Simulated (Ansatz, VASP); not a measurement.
**One calculation of C, two programs**

```
C
1.0
     7.27020    0.00000    0.00000
    -3.63510    6.29618    0.00000
     0.00000    0.00000    1.27123
C
3
Direct
  0.00000 0.00000 0.00000
  0.33333 0.66667 0.50000
  0.66667 0.33333 0.50000
```

Alike in both runs: task single point; functional RPBE; k mesh 6 × 6 × 27; occupations fermi-dirac, width 0.1 eV; no spin polarisation.

|  | VASP | Ansatz |
| --- | --- | --- |
| version | VASP 6.6.1 | Ansatz 0.2.0 |
| potentials or method | VASP PAW PBE potentials, release 64 (C), cutoff 520 eV | plane waves (420 eV) with PAW, scalar-relativistic |
| valence electrons in the cell | 12 | 12 |

```csv
,VASP,Ansatz,Ansatz less VASP
pressure (GPa),4.4,4.5,+0.14
"traceless stress, the component that is largest in VASP (GPa)",8.27,8.47,+0.200
```

VASP's potentials were made for PBE, not for RPBE. With one functional, cell and mesh, what is left measures potentials, basis and numerics.
